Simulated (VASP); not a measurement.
# AlN (F-43m) in VASP: further runs

AlN is run at these levels: BLYP; tasks: single point.

Program: VASP 6.6.1. These are calculated values, not measurements. Logs are shortened: lines on timing, memory, paths and dates and some standing lists are left out, and cuts for length are marked.

### Step 1. The cell of the first run

Symmetry: F-43m, No. 216, cubic system. Conventional cell: a = 4.339 Å, b = 4.339 Å, c = 4.339 Å, α = 90.00°, β = 90.00°, γ = 90.00°. Within 2.5 Å of Al (site symmetry -43m) lie 4 N at 1.88 Å. N (site symmetry -43m) has 4 Al at 1.88 Å within 2.5 Å.

### Step 2. Single point, BLYP

INCAR reads:

```
SYSTEM = AlN
AGGAC = 1.0
AGGAX = 1.0
ALDAC = 0.0
ALDAX = 1.0
ALGO = Normal
EDIFF = 1E-6
ENCUT = 520
GGA = B5
ISIF = 2
ISMEAR = -1
LASPH = .True.
LCHARG = .False.
LREAL = .False.
LWAVE = .False.
NBANDS = 11
NELM = 100
PREC = Accurate
SIGMA = 0.05
```

KPOINTS reads:

```
k-points
0
Gamma
  10 10 10
  0 0 0
```

POSCAR reads:

```
AlN
1.0
    0.0000000000      2.1693354430      2.1693354430
    2.1693354430      0.0000000000      2.1693354430
    2.1693354430      2.1693354430      0.0000000000
Al N
1 1
Direct
    0.0000000000      0.0000000000      0.0000000000
    0.2500000000      0.2500000000      0.2500000000
```

Potentials or basis: VASP PAW PBE potentials, release 64 (Al, N).

On the command line:

```console
$ cat potpaw_PBE.64/Al/POTCAR potpaw_PBE.64/N/POTCAR > POTCAR
$ mpirun -np 1 vasp_std > vasp.out
```

OUTCAR:

```text
SYSTEM = AlN
   EDIFF = 1E-6
   ENCUT = 520
   GGA = B5
   ISIF = 2
   ISMEAR = -1
   LASPH = .True.
   LREAL = .False.
   NELM = 100
   PREC = Accurate

 ion  position               nearest neighbor table
   1  0.000  0.000  0.000-   2 1.88   2 1.88   2 1.88   2 1.88
   2  0.250  0.250  0.250-   1 1.88   1 1.88   1 1.88   1 1.88

  LATTYP: Found a face centered cubic cell.
 ALAT       =     4.3386708860

  Lattice vectors:

 A1 = (   0.0000000000,   2.1693354430,   2.1693354430)
 A2 = (   2.1693354430,   0.0000000000,   2.1693354430)
 A3 = (   2.1693354430,   2.1693354430,   0.0000000000)

Analysis of symmetry for initial positions (statically):
=====================================================================
 Subroutine PRICEL returns:
 Original cell was already a primitive cell.

 Routine SETGRP: Setting up the symmetry group for a
 face centered cubic supercell.

 Subroutine GETGRP returns: Found 24 space group operations
 (whereof 24 operations were pure point group operations)
 out of a pool of 48 trial point group operations.

The static configuration has the point symmetry T_d .

Analysis of symmetry for dynamics (positions and initial velocities):
=====================================================================
 Subroutine PRICEL returns:
 Original cell was already a primitive cell.

 Routine SETGRP: Setting up the symmetry group for a
 face centered cubic supercell.

 Subroutine GETGRP returns: Found 24 space group operations
 (whereof 24 operations were pure point group operations)
 out of a pool of 48 trial point group operations.

The dynamic configuration has the point symmetry T_d .

 Subroutine INISYM returns: Found 24 space group operations
 (whereof 24 operations are pure point group operations),
 and found     1 'primitive' translations

----------------------------------------------------------------------------------------

                                     Primitive cell

  volume of cell :      20.4179

  direct lattice vectors                    reciprocal lattice vectors
     0.000000000  2.169335443  2.169335443    -0.230485332  0.230485332  0.230485332
     2.169335443  0.000000000  2.169335443     0.230485332 -0.230485332  0.230485332
     2.169335443  2.169335443  0.000000000     0.230485332  0.230485332 -0.230485332

  length of vectors
     3.067903605  3.067903605  3.067903605     0.399212306  0.399212306  0.399212306

  position of ions in fractional coordinates (direct lattice)
     0.000000000  0.000000000  0.000000000
     0.250000000  0.250000000  0.250000000

  ion indices of the primitive-cell ions
   primitive index   ion index
                 1           1
                 2           2

----------------------------------------------------------------------------------------

 KPOINTS: k-points

Automatic generation of k-mesh.
 Grid dimensions read from file:
 generate k-points for:   10   10   10

 Generating k-lattice:

  Cartesian coordinates                     Fractional coordinates (reciprocal lattice)
    -0.023048533  0.023048533  0.023048533     0.100000000  0.000000000  0.000000000
     0.023048533 -0.023048533  0.023048533     0.000000000  0.100000000  0.000000000
     0.023048533  0.023048533 -0.023048533     0.000000000  0.000000000  0.100000000

  Length of vectors
     0.039921231  0.039921231  0.039921231

  Shift w.r.t. Gamma in fractional coordinates (k-lattice)
     0.000000000  0.000000000  0.000000000

 Subroutine IBZKPT returns following result:
 ===========================================

 Found     47 irreducible k-points:

 Following reciprocal coordinates:
            Coordinates               Weight
  0.000000  0.000000  0.000000      1.000000
  0.100000  0.000000  0.000000      8.000000
  0.200000  0.000000  0.000000      8.000000
  0.300000  0.000000  0.000000      8.000000
  0.400000  0.000000  0.000000      8.000000
  0.500000  0.000000  0.000000      4.000000
[... 16 lines left out ...]
  0.300000  0.300000  0.000000      6.000000
  0.400000  0.300000  0.000000     24.000000
 [... further k-points ...]
   k-points           NKPTS =     47   k-points in BZ     NKDIM =     47   number of bands    NBANDS=     11
   number of dos      NEDOS =    301   number of ions     NIONS =      2
   total plane-waves  NPLWV =  13824
   dimension x,y,z NGX =    24 NGY =   24 NGZ =   24
   dimension x,y,z NGXF=    48 NGYF=   48 NGZF=   48
   ions per type =               1   1
   NGX,Y,Z   is equivalent  to a cutoff of  13.01, 13.01, 13.01 a.u.
   NGXF,Y,Z  is equivalent  to a cutoff of  26.01, 26.01, 26.01 a.u.
 SYSTEM =  AlN
   PREC   = accura    normal or accurate (medium, high low for compatibility)
   ISTART =      0    job   : 0-new  1-cont  2-samecut
   ICHARG =      2    charge: 1-file 2-atom 10-const
   ISPIN  =      1    spin polarized calculation?
   LNONCOLLINEAR =      F non collinear calculations
   LSORBIT =      F    spin-orbit coupling
   LASPH  =      T    aspherical Exc in radial PAW
   ENCUT  =  520.0 eV  38.22 Ry    6.18 a.u.   5.70  5.70  5.70*2*pi/ulx,y,z
   NELM   =    100;   NELMIN=  2; NELMDL= -5     # of ELM steps
   EDIFF  = 0.1E-05   stopping-criterion for ELM
   LREAL  =      F    real-space projection
   EDIFFG = 0.1E-04   stopping-criterion for IOM
   NSW    =      0    number of steps for IOM
   IBRION =     -1    ionic relax: 0-MD 1-quasi-New 2-CG
   NFREE  =      0    steps in history (QN), initial steepest desc. (CG)
   ISIF   =      2    stress and relaxation
   ISYM   =      2    0-nonsym 1-usesym 2-fastsym
   POTIM  = 0.5000    time-step for ionic-motion
   TEBEG  =    0.0;   TEEND  =   0.0 temperature during run
   PSTRESS=    0.0 pullay stress
   NELECT =       8.0000    total number of electrons
   NUPDOWN=      -1.0000    fix difference up-down
   EMIN   =  10.00;   EMAX   =-10.00  energy-range for DOS
   EFERMI =   0.00;   METHOD = LEGACY
   ISMEAR =    -1;   SIGMA  =   0.05  broadening in eV -4-tet -1-fermi 0-gaus
   EFERMI_NEDOS =   21; number of points for ismear=-14 and -15
   IALGO  =     38    algorithm
   IMIX   =      4    mixing-type and parameters
     AMIX     =   0.40;   BMIX     =  1.00
     AMIX_MAG =   1.60;   BMIX_MAG =  1.00
  volume/ion in A,a.u.               =      10.21        68.89
  Fermi-wavevector in a.u.,A,eV,Ry     =   1.197939  2.263777 19.525154  1.435058
  Thomas-Fermi vector in A             =   2.333841
   LORBIT       =      0    0 simple, 1 ext, 2 COOP (PROOUT), +10 PAW based schemes
   GGA     = B5    functional components
   LHFCALC =     F    Hartree Fock is set to
   AEXX    =    0.0000 exact exchange contribution
   IVDW    =     0    specifies the selected vdW correction
   LEPSILON=     F    determine dielectric tensor
   LRPA    =     F    only Hartree local field effects (RPA)
 non-spin polarized calculation
  energy-cutoff  :      520.00
  volume of cell :       20.42
 maximum number of plane-waves:       568
   NGX = 11   NGY = 11   NGZ = 11

 number of electron       7.9999999 magnetization

 Free energy of the ion-electron system (eV)
  ---------------------------------------------------
  ext. energy  EPLUGINS =         0.00000000
  ---------------------------------------------------
  free energy    TOTEN  =       -13.85086850 eV

  energy without entropy =      -13.85086850  energy(sigma->0) =      -13.85086850

 E-fermi :   7.5796     XC(G=0): -10.3914

 val. band max:        6.5669935838   @ k =   0.0000   0.0000   0.0000
 cond. band min:      10.2502461652   @ k =   0.5000   0.5000   0.0000
 fundamental gap:      3.6832525814
 Fermi energy:         7.5795782574

 k-point     1 :       0.0000    0.0000    0.0000
  band No.  band energies     occupation
      1      -8.4293      2.00000
      2       6.5670      2.00000
      3       6.5670      2.00000
      4       6.5670      2.00000
      5      11.2318      0.00000
      6      19.3888      0.00000
      7      19.3888      0.00000
      8      19.3888      0.00000
      9      24.5209      0.00000
     10      24.5209      0.00000
     11      26.1194      0.00000

 k-point     2 :       0.1000    0.0000    0.0000
  band No.  band energies     occupation
      1      -8.2810      2.00000
      2       5.7907      2.00000
      3       6.5156      2.00000
      4       6.5156      2.00000
      5      11.8570      0.00000
      6      19.0134      0.00000
      7      19.5233      0.00000
      8      19.5233      0.00000
      9      23.3146      0.00000
     10      23.3146      0.00000
     11      25.3929      0.00000

 k-point     3 :       0.2000    0.0000    0.0000
  band No.  band energies     occupation
      1      -7.8590      2.00000
      2       4.2083      2.00000
      3       6.3872      2.00000
      4       6.3872      2.00000
      5      12.9560      0.00000
      6      18.2423      0.00000
      7      19.4578      0.00000
      8      19.4578      0.00000
      9      22.7865      0.00000
     10      22.7865      0.00000
     11      24.5470      0.00000

 k-point     4 :       0.3000    0.0000    0.0000
  band No.  band energies     occupation
      1      -7.2457      2.00000
      2       2.5615      2.00000
      3       6.2398      2.00000
      4       6.2398      2.00000
      5      13.7856      0.00000
      6      17.5268      0.00000
      7      18.8004      0.00000
      8      18.8004      0.00000
      9      23.8526      0.00000
     10      23.8526      0.00000
     11      24.3497      0.00000
[... 239 lines left out ...]
 k-point    22 :      -0.2000    0.2000    0.0000
  band No.  band energies     occupation
      1      -7.0439      2.00000
      2       2.8693      2.00000
      3       4.8885      2.00000
      4       6.3132      2.00000
      5      14.5175      0.00000
      6      16.8576      0.00000
      7      18.2742      0.00000
      8      19.3391      0.00000
      9      21.8595      0.00000
     10      25.3898      0.00000
     11      28.4052      0.00000

 k-point    23 :       0.3000    0.3000    0.0000
  band No.  band energies     occupation
      1      -6.8634      2.00000
      2       3.1030      2.00000
      3       5.3325      2.00000
      4       5.3325      2.00000
      5      12.2637      0.00000
      6      16.5747      0.00000
      7      18.7956      0.00000
      8      21.3782      0.00000
      9      21.3782      0.00000
     10      27.2585      0.00000
     11      30.9274      0.00000

 k-point    24 :       0.4000    0.3000    0.0000
  band No.  band energies     occupation
      1      -6.3930      2.00000
      2       2.4582      2.00000
      3       4.8769      2.00000
      4       5.1690      2.00000
      5      11.8421      0.00000
      6      16.4116      0.00000
      7      19.1569      0.00000
      8      21.4683      0.00000
      9      21.9954      0.00000
     10      28.2172      0.00000
     11      30.6726      0.00000

 [... further k-points ...]

------------------------ aborting loop because EDIFF is reached ----------------------------------------

  FORCE on cell =-STRESS in cart. coord.  units (eV):
  Direction    XX          YY          ZZ          XY          YZ          ZX
  --------------------------------------------------------------------------------------
  -------------------------------------------------------------------------------------
  Total        1.6360379      1.6360379      1.6360379      0.0000000      0.0000000      0.0000000
  in kB      128.3789511    128.3789511    128.3789511      0.0000000      0.0000000      0.0000000
  external PRESSURE =     128.3789511 kB  Pullay stress =       0.0000000 kB

 VOLUME and BASIS-vectors are now :
 -----------------------------------------------------------------------------
  energy-cutoff  :      520.00
  volume of cell :       20.42
      direct lattice vectors                 reciprocal lattice vectors
     0.000000000  2.169335443  2.169335443    -0.230485332  0.230485332  0.230485332
     2.169335443  0.000000000  2.169335443     0.230485332 -0.230485332  0.230485332
     2.169335443  2.169335443  0.000000000     0.230485332  0.230485332 -0.230485332

 POSITION                                       TOTAL-FORCE (eV/Angst)
 -----------------------------------------------------------------------------------
      0.00000      0.00000      0.00000        -0.000000     -0.000000     -0.000000
      1.08467      1.08467      1.08467         0.000000      0.000000      0.000000
 -----------------------------------------------------------------------------------
    total drift:                               -0.000000     -0.000000     -0.000000

  FREE ENERGIE OF THE ION-ELECTRON SYSTEM (eV)
  ---------------------------------------------------
  free  energy   TOTEN  =       -13.8508684988 eV

  energy  without entropy=      -13.8508684987  energy(sigma->0) =      -13.85086850
```

Wall time 10 s (1 thread of Intel Xeon Platinum 8375C at 2.90GHz (Ice Lake), shared host); peak memory 0.13 GiB.

What came out:

```
Free energy            : -13.8509 eV
Pressure               : 12.8 GPa
Band gap on the k mesh : 3.68 eV, indirect (least direct gap 4.66 eV)
```

Caveat: the PAW data sets were made with another functional, which shifts forces and pressure a little.

### Step 3. Single point, BLYP

This run uses another cell than the first one, of 10.63 Å³/atom, 1.041 times its volume.

INCAR reads:

```
PREC = Accurate ; ENCUT = 520
EDIFF = 1E-6 ; ISMEAR = -1
SIGMA = 0.05 ; LREAL = F
LASPH = T ; NELM = 60
ALGO = Normal ; ISIF = 2
LWAVE = F ; LCHARG = T
GGA = B5 ; ALDAX = 1.0
AGGAX = 1.0 ; AGGAC = 1.0
ALDAC = 0.0 ; LELF = T
LVHAR = T ; NBANDS = 11
```

KPOINTS reads:

```
regular mesh
0
Gamma
  10 10 10
```

POSCAR reads:

```
AlN
1.0
    0.0000000000      2.1984575146      2.1984575146
    2.1984575146      0.0000000000      2.1984575146
    2.1984575146      2.1984575146      0.0000000000
Al N
1 1
Direct
    0.0000000000      0.0000000000      0.0000000000
    0.2500000000      0.2500000000      0.2500000000
```

Potentials or basis: VASP PAW PBE potentials, release 64 (Al, N).

On the command line:

```console
$ cat potpaw_PBE.64/Al/POTCAR potpaw_PBE.64/N/POTCAR > POTCAR
$ mpirun -np 1 vasp_std > vasp.out
```

OUTCAR:

```text
PREC = Accurate
   ENCUT = 520
   EDIFF = 1E-6
   ISMEAR = -1
   LREAL = F
   LASPH = T
   NELM = 60
   ISIF = 2
   GGA = B5

 ion  position               nearest neighbor table
   1  0.000  0.000  0.000-   2 1.90   2 1.90   2 1.90   2 1.90
   2  0.250  0.250  0.250-   1 1.90   1 1.90   1 1.90   1 1.90

  LATTYP: Found a face centered cubic cell.
 ALAT       =     4.3969150292

  Lattice vectors:

[... 518 lines left out ...]
     11      29.5876      0.00000

 [... further k-points ...]

------------------------ aborting loop because EDIFF is reached ----------------------------------------

  FORCE on cell =-STRESS in cart. coord.  units (eV):
  Direction    XX          YY          ZZ          XY          YZ          ZX
  --------------------------------------------------------------------------------------
  -------------------------------------------------------------------------------------
  Total        0.5444280      0.5444280      0.5444280     -0.0000000      0.0000000     -0.0000000
  in kB       41.0456172     41.0456172     41.0456172     -0.0000000      0.0000000     -0.0000000
  external PRESSURE =      41.0456172 kB  Pullay stress =       0.0000000 kB

 VOLUME and BASIS-vectors are now :
 -----------------------------------------------------------------------------
  energy-cutoff  :      520.00
  volume of cell :       21.25
      direct lattice vectors                 reciprocal lattice vectors
     0.000000000  2.198457515  2.198457515    -0.227432187  0.227432187  0.227432187
     2.198457515  0.000000000  2.198457515     0.227432187 -0.227432187  0.227432187
     2.198457515  2.198457515  0.000000000     0.227432187  0.227432187 -0.227432187

 POSITION                                       TOTAL-FORCE (eV/Angst)
 -----------------------------------------------------------------------------------
      0.00000      0.00000      0.00000        -0.000000     -0.000000     -0.000000
      1.09923      1.09923      1.09923         0.000000      0.000000      0.000000
 -----------------------------------------------------------------------------------
    total drift:                               -0.000000     -0.000000     -0.000000

  FREE ENERGIE OF THE ION-ELECTRON SYSTEM (eV)
  ---------------------------------------------------
  free  energy   TOTEN  =       -13.8946398649 eV

  energy  without entropy=      -13.8946398649  energy(sigma->0) =      -13.89463986
```

stdout:

```text
POSCAR found type information on POSCAR AlN
 POSCAR found :  2 types and       2 ions
 scaLAPACK will be used
 -----------------------------------------------------------------------------
|                                                                             |
|                                                                             |
|     You enforced a specific xc type in the INCAR file but a different       |
|     I HOPE YOU KNOW WHAT YOU ARE DOING!                                     |
|                                                                             |
 -----------------------------------------------------------------------------

 LDA part: xc-table for (Slater(with rela. corr.)+VWN5), standard interpolation
 POSCAR, INCAR and KPOINTS ok, starting setup
 FFT: planning ... GRIDC
 FFT: planning ... GRID_SOFT
 FFT: planning ... GRID
 WAVECAR not read
 entering main loop
```

It took 10 s on 1 thread of Intel Xeon Platinum 8375C at 2.90GHz (Ice Lake), shared host; peak memory 0.13 GiB.

What came out:

| Quantity | Value |
| --- | --- |
| Free energy | -13.8946 eV |
| Pressure | 4.1 GPa |
| Band gap on the k mesh | 3.66 eV, indirect (least direct gap 4.30 eV) |

Levels at points of the mesh, in eV from the valence-band top:
| k point | band 2 | band 3 | band 4 | band 5 | band 6 | band 7 |
| --- | --- | --- | --- | --- | --- | --- |
| (0.00, 0.00, 0.00) | 0.00 | 0.00 | 0.00 | 4.30 | 12.42 | 12.42 |
| (0.50, 0.00, 0.00) | -5.65 | -0.48 | -0.48 | 7.37 | 10.00 | 11.16 |
| (0.50, 0.50, 0.00) | -4.77 | -1.73 | -1.73 | 3.66 | 8.66 | 13.76 |

Caveat: the PAW data sets were made with another functional, which shifts forces and pressure a little.

### Step 4. Single point, BLYP

This run uses another cell than the first one, of 10.83 Å³/atom, 1.061 times its volume.

INCAR reads:

```
SYSTEM = AlN
PREC     = Accurate       ! precision mode
ENCUT    = 520            ! plane-wave cutoff, eV
EDIFF    = 1E-6           ! SCF threshold, eV
ISMEAR   = -1             ! smearing method
SIGMA    = 0.05           ! smearing width, eV
LREAL    = .False.        ! projectors in reciprocal space
LASPH    = .True.         ! aspherical terms in the spheres
NELM     = 100            ! most SCF steps
ALGO     = Normal         ! electronic algorithm
ISIF     = 2              ! what is computed and relaxed
LWAVE    = .False.        ! write WAVECAR
LCHARG   = .False.        ! write CHGCAR
GGA      = B5             ! functional
ALDAX    = 1.0          
AGGAX    = 1.0          
AGGAC    = 1.0          
ALDAC    = 0.0          
NBANDS   = 11             ! bands
```

KPOINTS reads:

```
regular mesh
0
Gamma
  10 10 10
  0 0 0
```

POSCAR reads:

```
AlN
1.0
    0.0000000000      2.2127336128      2.2127336128
    2.2127336128      0.0000000000      2.2127336128
    2.2127336128      2.2127336128      0.0000000000
Al N
1 1
Direct
    0.0000000000      0.0000000000      0.0000000000
    0.2500000000      0.2500000000      0.2500000000
```

On the command line:

```console
$ cat potpaw_PBE.64/Al/POTCAR potpaw_PBE.64/N/POTCAR > POTCAR
$ mpirun -np 1 vasp_std > vasp.out
```

It took 9.7 s on 1 thread of Intel Xeon Platinum 8375C at 2.90GHz (Ice Lake), shared host; peak memory 0.13 GiB.

It converged, with:

* Free energy: -13.9005 eV
* Pressure: 0.3 GPa
* Band gap on the k mesh: 3.65 eV, indirect (least direct gap 4.13 eV)

Levels at points of the mesh, in eV from the valence-band top:
```csv
k point,band 1,band 2,band 3,band 4,band 5,band 6,band 7,band 8,band 9
"(0.00, 0.00, 0.00)",-14.66,0.00,0.00,0.00,4.13,12.23,12.23,12.23,17.48
"(0.50, 0.00, 0.00)",-12.75,-5.57,-0.47,-0.47,7.19,9.87,11.03,11.03,17.74
"(0.50, 0.50, 0.00)",-12.16,-4.72,-1.71,-1.71,3.65,8.54,13.51,15.33,15.33
```

Caveat: the PAW data sets were made with another functional, which shifts forces and pressure a little. A k mesh can miss the band edges.

(Continued in part 2 of 2.)
